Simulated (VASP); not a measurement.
# MoS2 in VASP: further runs

Runs on MoS2. Level: PBE+D3(BJ). Tasks: single point, relaxation of the atoms.

Program: VASP 6.6.1. These are calculated values, not measurements. Logs are shortened: lines on timing, memory, paths and dates and some standing lists are left out, and cuts for length are marked.

### 1 The cell of the first run

The cell holds a slab with vacuum, 3 atoms: a = 3.137 Å, b = 3.137 Å, c = 20.217 Å, α = 90.00°, β = 90.00°, γ = 120.00°.

### 2 Single point, PBE+D3(BJ)

Contents of INCAR:

```
SYSTEM = MoS2
  PREC = Accurate
  ENCUT = 520
  EDIFF = 1E-6
  ISMEAR = 0
  SIGMA = 0.05
  LREAL = .FALSE.
  LASPH = .TRUE.
  NELM = 100
  ALGO = Normal
  ISIF = 2
  LWAVE = .FALSE.
  LCHARG = .TRUE.
  LDIPOL = .TRUE.
  IDIPOL = 3
  DIPOL = 0.5 0.5 0.500
  GGA = PE
  IVDW = 12
  LELF = .TRUE.
  LVHAR = .TRUE.
  LVACPOTAV = .TRUE.
  NBANDS = 20
```

Contents of KPOINTS:

```
regular mesh
0
G
  9 9 1
  0 0 0
```

Contents of POSCAR:

```
MoS2
1.0
    3.1368412807      0.0000000029      0.0000000000
   -1.5684206428      2.7165842353      0.0000000000
    0.0000000000      0.0000000000     20.2166609143
S Mo
2 1
Direct
    0.0000000000      0.0000000000      0.4206191094
    0.3333333333      0.6666666667      0.5793808923
    0.6666666667      0.3333333333      0.4999999979
```

Potentials or basis: VASP PAW PBE potentials, release 64 (S, Mo_sv).

On the command line:

```sh
cat potpaw_PBE.64/S/POTCAR potpaw_PBE.64/Mo_sv/POTCAR > POTCAR
mpirun -np 1 vasp_std > vasp.out
```

OUTCAR:

```text
SYSTEM = MoS2
   PREC = Accurate
   ENCUT = 520
   EDIFF = 1E-6
   ISMEAR = 0
   LREAL = .FALSE.
   LASPH = .TRUE.
   NELM = 100
   ISIF = 2
   GGA = PE
   IVDW = 12
 IVDW          = 12

 ion  position               nearest neighbor table
   1  0.000  0.000  0.421-   3 2.42   3 2.42   3 2.42
   2  0.333  0.667  0.579-   3 2.42   3 2.42   3 2.42
   3  0.667  0.333  0.500-   1 2.42   1 2.42   1 2.42   2 2.42   2 2.42   2 2.42

  LATTYP: Found a hexagonal cell.
 ALAT       =     3.1368412807
 C/A-ratio  =     6.4449103749

  Lattice vectors:

 A1 = (   3.1368412807,   0.0000000029,   0.0000000000)
 A2 = (  -1.5684206428,   2.7165842353,   0.0000000000)
 A3 = (   0.0000000000,   0.0000000000,  20.2166609143)

Analysis of symmetry for initial positions (statically):
=====================================================================
 Subroutine PRICEL returns:
 Original cell was already a primitive cell.

 Routine SETGRP: Setting up the symmetry group for a
 hexagonal supercell.

 Subroutine GETGRP returns: Found 12 space group operations
 (whereof  6 operations were pure point group operations)
 out of a pool of 24 trial point group operations.

The static configuration has the point symmetry C_3v.
 The point group associated with its full space group is D_3d.

Analysis of symmetry for dynamics (positions and initial velocities):
=====================================================================
 Subroutine PRICEL returns:
 Original cell was already a primitive cell.

 Routine SETGRP: Setting up the symmetry group for a
 hexagonal supercell.

 Subroutine GETGRP returns: Found 12 space group operations
 (whereof  6 operations were pure point group operations)
 out of a pool of 24 trial point group operations.

The dynamic configuration has the point symmetry C_3v.
 The point group associated with its full space group is D_3d.

 Subroutine INISYM returns: Found 12 space group operations
 (whereof  6 operations are pure point group operations),
 and found     1 'primitive' translations

----------------------------------------------------------------------------------------

                                     Primitive cell

  volume of cell :     172.2761

  direct lattice vectors                    reciprocal lattice vectors
     3.136841281  0.000000003  0.000000000     0.318792030  0.184054665  0.000000000
    -1.568420643  2.716584235  0.000000000    -0.000000000  0.368109329  0.000000000
     0.000000000  0.000000000 20.216660914     0.000000000  0.000000000  0.049464153

  length of vectors
     3.136841281  3.136841281 20.216660914     0.368109329  0.368109329  0.049464153

  position of ions in fractional coordinates (direct lattice)
     0.000000000  0.000000000  0.420619109
     0.333333333  0.666666667  0.579380892
     0.666666667  0.333333333  0.499999998

  ion indices of the primitive-cell ions
   primitive index   ion index
                 1           1
                 2           2
                 3           3

----------------------------------------------------------------------------------------

 KPOINTS: regular mesh

Automatic generation of k-mesh.
 Grid dimensions read from file:
 generate k-points for:    9    9    1

 Generating k-lattice:

  Cartesian coordinates                     Fractional coordinates (reciprocal lattice)
     0.035421337  0.020450518  0.000000000     0.111111111  0.000000000  0.000000000
    -0.000000000  0.040901037  0.000000000     0.000000000  0.111111111  0.000000000
     0.000000000  0.000000000  0.049464153     0.000000000  0.000000000  1.000000000

  Length of vectors
     0.040901037  0.040901037  0.049464153

  Shift w.r.t. Gamma in fractional coordinates (k-lattice)
     0.000000000  0.000000000  0.000000000

 Subroutine IBZKPT returns following result:
 ===========================================

 Found     12 irreducible k-points:

 Following reciprocal coordinates:
            Coordinates               Weight
  0.000000  0.000000  0.000000      1.000000
  0.111111  0.000000  0.000000      6.000000
  0.222222  0.000000  0.000000      6.000000
  0.333333  0.000000  0.000000      6.000000
  0.444444  0.000000  0.000000      6.000000
  0.111111  0.111111  0.000000      6.000000
  0.222222  0.111111  0.000000     12.000000
  0.333333  0.111111  0.000000     12.000000
  0.444444  0.111111  0.000000      6.000000
  0.222222  0.222222  0.000000      6.000000
  0.333333  0.222222  0.000000     12.000000
  0.333333  0.333333  0.000000      2.000000
   k-points           NKPTS =     12   k-points in BZ     NKDIM =     12   number of bands    NBANDS=     20
   number of dos      NEDOS =    301   number of ions     NIONS =      3
   total plane-waves  NPLWV =  86400
   dimension x,y,z NGX =    24 NGY =   24 NGZ =  150
   dimension x,y,z NGXF=    48 NGYF=   48 NGZF=  300
   ions per type =               2   1
   NGX,Y,Z   is equivalent  to a cutoff of  12.72, 12.72, 12.33 a.u.
   NGXF,Y,Z  is equivalent  to a cutoff of  25.44, 25.44, 24.67 a.u.
 SYSTEM =  MoS2
   PREC   = accura    normal or accurate (medium, high low for compatibility)
   ISTART =      0    job   : 0-new  1-cont  2-samecut
   ICHARG =      2    charge: 1-file 2-atom 10-const
   ISPIN  =      1    spin polarized calculation?
   LNONCOLLINEAR =      F non collinear calculations
   LSORBIT =      F    spin-orbit coupling
   LASPH  =      T    aspherical Exc in radial PAW
   ENCUT  =  520.0 eV  38.22 Ry    6.18 a.u.   5.83  5.83 37.59*2*pi/ulx,y,z
   NELM   =    100;   NELMIN=  2; NELMDL= -5     # of ELM steps
   EDIFF  = 0.1E-05   stopping-criterion for ELM
   LREAL  =      F    real-space projection
   EDIFFG = 0.1E-04   stopping-criterion for IOM
   NSW    =      0    number of steps for IOM
   IBRION =     -1    ionic relax: 0-MD 1-quasi-New 2-CG
   NFREE  =      0    steps in history (QN), initial steepest desc. (CG)
   ISIF   =      2    stress and relaxation
   ISYM   =      2    0-nonsym 1-usesym 2-fastsym
   POTIM  = 0.5000    time-step for ionic-motion
   TEBEG  =    0.0;   TEEND  =   0.0 temperature during run
   PSTRESS=    0.0 pullay stress
   NELECT =      26.0000    total number of electrons
   NUPDOWN=      -1.0000    fix difference up-down
   EMIN   =  10.00;   EMAX   =-10.00  energy-range for DOS
   EFERMI =   0.00;   METHOD = LEGACY
   ISMEAR =     0;   SIGMA  =   0.05  broadening in eV -4-tet -1-fermi 0-gaus
   EFERMI_NEDOS =   21; number of points for ismear=-14 and -15
   IALGO  =     38    algorithm
   IMIX   =      4    mixing-type and parameters
     AMIX     =   0.40;   BMIX     =  1.00
     AMIX_MAG =   1.60;   BMIX_MAG =  1.00
  volume/ion in A,a.u.               =      57.43       387.53
  Fermi-wavevector in a.u.,A,eV,Ry     =   0.871614  1.647112 10.336497  0.759711
  Thomas-Fermi vector in A             =   1.990747
   LORBIT       =      0    0 simple, 1 ext, 2 COOP (PROOUT), +10 PAW based schemes
   GGA     = PE    functional components
   LHFCALC =     F    Hartree Fock is set to
   AEXX    =    0.0000 exact exchange contribution
   IVDW    =    12    specifies the selected vdW correction
   LEPSILON=     F    determine dielectric tensor
   LRPA    =     F    only Hartree local field effects (RPA)
 non-spin polarized calculation
 Gauss-broadening in eV      SIGMA  =   0.05
  energy-cutoff  :      520.00
  volume of cell :      172.28
 maximum number of plane-waves:      4672
 NGX is ok and might be reduce to    24
   NGX = 11   NGY = 11   NGZ = 75

 dipolmoment           0.000000      0.000000     -0.000000 electrons x Angstroem

 number of electron      25.9999999 magnetization

 dipolmoment           0.000000      0.000000      0.000000 electrons x Angstroem

 Free energy of the ion-electron system (eV)
  ---------------------------------------------------
  ext. energy  EPLUGINS =         0.00000000
  ---------------------------------------------------
  free energy    TOTEN  =       -21.00283222 eV

  energy without entropy =      -21.00114590  energy(sigma->0) =      -21.00198906

 E-fermi :  -1.1306     XC(G=0):  -3.8627

 val. band max:       -1.1437809706   @ k =   0.0000   0.0000   0.0000
 cond. band min:      -1.0887295793   @ k =   0.2222   0.2222   0.0000
 fundamental gap:      0.0550513913
 Fermi energy:        -1.1305931970

 k-point     1 :       0.0000    0.0000    0.0000
  band No.  band energies     occupation
      1     -62.8481      2.00000
      2     -36.9200      2.00000
      3     -36.7974      2.00000
      4     -36.7974      2.00000
      5     -16.0474      2.00000
      6     -14.9274      2.00000
[... 12 lines left out ...]
     19       3.5485      0.00000
     20       4.3680      0.00000

 k-point     2 :       0.1111    0.0000    0.0000
  band No.  band energies     occupation
      1     -62.8429      2.00000
      2     -36.9101      2.00000
      3     -36.8480      2.00000
      4     -36.8090      2.00000
      5     -15.8474      2.00000
      6     -14.8548      2.00000
[... 12 lines left out ...]
     19       3.8351      0.00000
     20       4.6360      0.00000

 k-point     3 :       0.2222    0.0000    0.0000
  band No.  band energies     occupation
      1     -62.8296      2.00000
      2     -36.9744      2.00000
      3     -36.8847      2.00000
      4     -36.8381      2.00000
      5     -15.3026      2.00000
      6     -14.6531      2.00000
[... 12 lines left out ...]
     19       4.6291      0.00000
     20       5.3704      0.00000

 k-point     4 :       0.3333    0.0000    0.0000
  band No.  band energies     occupation
      1     -62.8144      2.00000
      2     -37.1151      2.00000
      3     -36.8709      2.00000
      4     -36.8559      2.00000
      5     -14.6765      2.00000
      6     -14.2826      2.00000
[... 153 lines left out ...]
 k-point    11 :       0.3333    0.2222    0.0000
  band No.  band energies     occupation
      1     -62.8001      2.00000
      2     -37.1530      2.00000
      3     -36.9970      2.00000
      4     -36.8288      2.00000
      5     -14.0766      2.00000
      6     -13.7558      2.00000
[... 12 lines left out ...]
     19       5.9975      0.00000
     20       7.0597      0.00000

 k-point    12 :       0.3333    0.3333    0.0000
  band No.  band energies     occupation
      1     -62.7975      2.00000
      2     -37.0904      2.00000
      3     -37.0904      2.00000
      4     -36.8239      2.00000
      5     -13.8065      2.00000
      6     -13.8065      2.00000
[... 12 lines left out ...]
     19       7.3061      0.00000
     20       7.3061      0.00000

------------------------ aborting loop because EDIFF is reached ----------------------------------------

 Edisp (eV)   -0.96368

 E8    (eV) :    -0.4171

  FORCE on cell =-STRESS in cart. coord.  units (eV):
  Direction    XX          YY          ZZ          XY          YZ          ZX
  --------------------------------------------------------------------------------------
  -------------------------------------------------------------------------------------
  Total       0.07848     0.07848    -0.05043     0.00000     0.00000    -0.00000
  in kB       0.72989     0.72989    -0.46896     0.00000     0.00000    -0.00000
  external pressure =        0.33 kB  Pullay stress =        0.00 kB

 VOLUME and BASIS-vectors are now :
 -----------------------------------------------------------------------------
  energy-cutoff  :      520.00
  volume of cell :      172.28
      direct lattice vectors                 reciprocal lattice vectors
     3.136841281  0.000000003  0.000000000     0.318792030  0.184054665  0.000000000
    -1.568420643  2.716584235  0.000000000    -0.000000000  0.368109329  0.000000000
     0.000000000  0.000000000 20.216660914     0.000000000  0.000000000  0.049464153

 POSITION                                       TOTAL-FORCE (eV/Angst)
 -----------------------------------------------------------------------------------
      0.00000      0.00000      8.50351        -0.000000     -0.000000      0.007036
     -0.00000      1.81106     11.71315        -0.000000      0.000000     -0.007036
      1.56842      0.90553     10.10833         0.000000     -0.000000     -0.000000
 -----------------------------------------------------------------------------------
    total drift:                               -0.000000      0.000000      0.000107

  FREE ENERGIE OF THE ION-ELECTRON SYSTEM (eV)
  ---------------------------------------------------
  free  energy   TOTEN  =       -21.9665111254 eV

  energy  without entropy=      -21.9648248069  energy(sigma->0) =      -21.96566797

 vacuum level on the upper side and lower side of the slab         3.972         3.972
```

It took 27 s on 1 thread of Intel Xeon 6975P-C (Granite Rapids), shared host; peak memory 0.29 GiB.

Results:

```
Free energy                : -21.9665 eV
Largest force              : 0.007 eV/Å
Band gap on the k mesh     : zero (bands 13 and 14 overlap by 0.50 eV)
Dispersion energy per atom : -0.321 eV
```

Forces in eV/Å, atoms in the order of the input:
```
S    0.000  0.000  0.007
S    0.000  0.000 -0.007
Mo   0.000  0.000  0.000
```

### 3 Single point, PBE+D3(BJ)

Contents of INCAR:

```
SYSTEM = MoS2
  PREC = Accurate
  ENCUT = 520
  EDIFF = 1E-6
  ISMEAR = 0
  SIGMA = 0.05
  LREAL = .False.
  LASPH = .True.
  NELM = 100
  ALGO = Normal
  ISIF = 2
  LWAVE = .False.
  LCHARG = .False.
  LDIPOL = .True.
  IDIPOL = 3
  DIPOL = 0.5 0.5 0.500
  GGA = PE
  IVDW = 12
  NBANDS = 20
```

Contents of KPOINTS:

```
Automatic mesh
0
Gamma
  30 30 1
  0 0 0
```

POSCAR is that of step 2.

Potentials or basis: VASP PAW PBE potentials, release 64 (S, Mo_sv).

On the command line:

```sh
cat potpaw_PBE.64/S/POTCAR potpaw_PBE.64/Mo_sv/POTCAR > POTCAR
mpirun -np 1 vasp_std > vasp.out
```

Wall time 2.6 min (1 thread of Intel Xeon 6975P-C (Granite Rapids), shared host); peak memory 0.48 GiB.

Results (log left out):

| Item | Value |
| --- | --- |
| Free energy | -21.9618 eV |
| Largest force | 0.035 eV/Å |
| Band gap on the k mesh | zero (bands 13 and 14 overlap by 0.49 eV) |
| Dispersion energy per atom | -0.321 eV |

Forces in eV/Å, atoms in the order of the input:
```
S    0.000  0.000 -0.035
S    0.000  0.000  0.035
Mo   0.000  0.000  0.000
```

Levels at points of the mesh, in eV from the Fermi level:
```csv
k point,band 9,band 10,band 11,band 12,band 13,band 14,band 15,band 16,band 17,band 18
"(0.00, 0.00, 0.00)",-3.75,-3.14,-1.16,-0.88,-0.88,-0.08,-0.08,3.22,3.22,4.51
"(0.50, 0.00, 0.00)",-5.00,-4.00,-2.88,-2.27,-1.52,1.25,1.86,3.38,4.31,4.94
```

### 4 Single point, PBE+D3(BJ), collinear spin

This run uses another cell than the first one.

Contents of INCAR:

```
ALGO = Normal
DIPOL = 0.5 0.5 0.500
EDIFF = 1E-6
ENCUT = 520
GGA = PE
IDIPOL = 3
ISIF = 2
ISMEAR = 0
ISPIN = 2
IVDW = 12
LASPH = True
LCHARG = False
LDIPOL = True
LMAXMIX = 4
LORBIT = 11
LREAL = False
LWAVE = False
MAGMOM = 0 0 1
NBANDS = 24
NELM = 150
PREC = Accurate
SIGMA = 0.05
```

Contents of KPOINTS:

```
k-points
0
Gamma
  12 12 1
```

Contents of POSCAR:

```
MoS2
1.0
    3.1368412807      0.0000000029      0.0000000000
   -1.5684206428      2.7165842353      0.0000000000
    0.0000000000      0.0000000000     20.0575001466
S Mo
2 1
Direct
    0.0000000000      0.0000000000      0.4198140126
    0.3333333333      0.6666666667      0.5801859877
    0.6666666667      0.3333333333      0.4999999998
```

On the command line:

```sh
cat potpaw_PBE.64/S/POTCAR potpaw_PBE.64/Mo_sv/POTCAR > POTCAR
mpirun -np 1 vasp_std > vasp.out
```

Wall time 1.7 min (1 thread of Intel Xeon 6975P-C (Granite Rapids), shared host); peak memory 0.41 GiB.

The run converged. Its results:

```yaml
Free_energy: -21.9561 eV
Largest_force: 0.027 eV/Å
Band_gap_on_the_k_mesh: zero (filled and empty bands overlap)
Net_moment: 0.00 μB per cell
Valence_electrons_inside_the_program's_atomic_spheres: S 3.69; Mo 12.42
Dispersion_energy_per_atom: -0.321 eV
```

Forces in eV/Å, atoms in the order of the input:
```
S    0.000  0.000  0.027
S    0.000  0.000 -0.027
Mo   0.000  0.000  0.000
```

Levels at points of the mesh, in eV from the Fermi level:
Spin up:
```tsv
k point	band 11	band 12	band 13	band 14	band 15	band 16
(0.00, 0.00, 0.00)	-1.14	-0.85	-0.85	-0.05	-0.05	3.23
(0.50, 0.00, 0.00)	-2.86	-2.25	-1.49	1.28	1.88	3.39
```
Spin down:
```tsv
k point	band 10	band 11	band 12	band 13	band 14	band 15	band 16	band 17
(0.00, 0.00, 0.00)	-3.13	-1.14	-0.85	-0.85	-0.05	-0.05	3.23	3.23
(0.50, 0.00, 0.00)	-3.96	-2.86	-2.25	-1.49	1.28	1.88	3.39	4.32
```

[end of part 1 of 2]

The gap in the log of VASP goes by the Fermi energy; the results here count the filled bands.